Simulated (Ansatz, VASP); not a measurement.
**MnS in VASP and in Ansatz**

```
Mn S
1.0
     0.00000    2.65431   -2.65431
     0.00000    2.65431    2.65431
     5.30862    0.00000    0.00000
Mn S
2 2
Direct
  0.00000 0.00000 0.00000
  0.50000 0.50000 0.50000
  0.00000 0.00000 0.50000
  0.50000 0.50000 0.00000
```

Alike in both runs: task single point; functional PBE; k mesh 4 × 4 × 3; occupations gaussian, width 0.05 eV; collinear spin; Hubbard terms Mn d U = 3.9 eV.

```csv
,VASP,Ansatz
version,VASP 6.6.1,Ansatz 0.2.0
potentials or method,"VASP PAW PBE potentials, release 64 (Mn_pv, S), cutoff 520 eV","scalar-relativistic, plane waves, PAW"
valence electrons in the cell,38,42
```

Ansatz gave:

| Item | Value |
| --- | --- |
| gap on the k mesh at the Fermi level (eV) | 1.00 |
| least direct gap on the mesh (eV) | 2.40 |
| pressure (GPa) | -0.4 |
| net moment per atom (μB) | 0.00 |
| size of the moment on the site where the two differ most (μB) | 4.52 |

Task: What did VASP give for the same quantities?

Result: gap on the k mesh at the Fermi level (eV): 1.14; least direct gap on the mesh (eV): 2.50; pressure (GPa): -1.0; net moment per atom (μB): 0.00; size of the moment on the site where the two differ most (μB): 4.59.

Site moments also hang on the region over which each program counts them. The programs project onto different local orbitals, so the same U acts differently, and such runs can settle in different states. VASP's potentials hold 38 valence electrons a cell and Ansatz's 42, so a difference there can come from the potentials and not from the codes.
